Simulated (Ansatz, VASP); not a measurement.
**Sn in VASP and in Ansatz**

Contents of INCAR:

```
ALGO = Fast
EDIFF = 1E-6
ENCUT = 520
GGA = PE
ISIF = 2
ISMEAR = 0
IVDW = 12
LASPH = T
LCHARG = F
LREAL = F
LWAVE = F
NBANDS = 21
NELM = 80
PREC = Accurate
SIGMA = 0.15
```

The input KPOINTS:

```
k-points
0
Gamma
  18 18 12
```

POSCAR

```
Sn
1.0
   -1.7544065422      1.7546136957     -2.1674907473
   -1.7544065422      1.7546136957      2.1674907473
    3.5088130844      3.5092273914      0.0000000000
Sn
2
Direct
   -0.0000000054     -0.0000000054      0.0090680027
    0.5000000054      0.5000000054      0.4909319973
```

Input for Ansatz:

```yaml
crystal:
  lattice:
    - [-1.7544065422, 1.7546136957, -2.1674907473]
    - [-1.7544065422, 1.7546136957, 2.1674907473]
    - [3.5088130844, 3.5092273914, 0.0]
  atoms:
    - { symbol: Sn, position: [-5.4e-09, -5.4e-09, 0.0090680027] }
    - { symbol: Sn, position: [0.5000000054, 0.5000000054, 0.4909319973] }
basis:
  ecutwfc: 420
kpoints:
  mp_grid: { grid: [18, 18, 12] }
hamiltonian:
  xc: pbe
  dispersion: d3bj
scf:
  occupations: { method: gaussian, width: 0.15 }
output:
  forces: true
  stress: true
  eigenvalues: true
  write_density: true
  write_potential: true
  elf: true
  volumetric_format: npy
```

Change from the starting cell: mode 6 (102.9 1/cm) frozen in, largest displacement +0.045 Å.

Alike in both runs: task single point; functional PBE; dispersion D3(BJ); k mesh 18 × 18 × 12; occupations gaussian, width 0.15 eV; no spin polarisation.

```csv
,VASP,Ansatz
version,VASP 6.6.1,Ansatz 0.2.0
potentials or method,"VASP PAW PBE potentials, release 64 (Sn_d), cutoff 520 eV","scalar-relativistic, plane waves, PAW"
valence electrons in the cell,28,28
```

|  | VASP | Ansatz | Ansatz less VASP |
| --- | --- | --- | --- |
| gap on the k mesh at the Fermi level (eV) | none | none | - |
| pressure (GPa) | 0.2 | 0.2 | -0.03 |
| traceless stress, the component that is largest in VASP (GPa) | 0.06 | 0.05 | -0.005 |
| rms of the force components (eV/Å) | 0.118 | 0.117 | -0.0006 |

Atom by atom the forces differ by 0.001 eV/Å (rms over components). A gap of «none» marks a metal or a gap that the smearing closes.
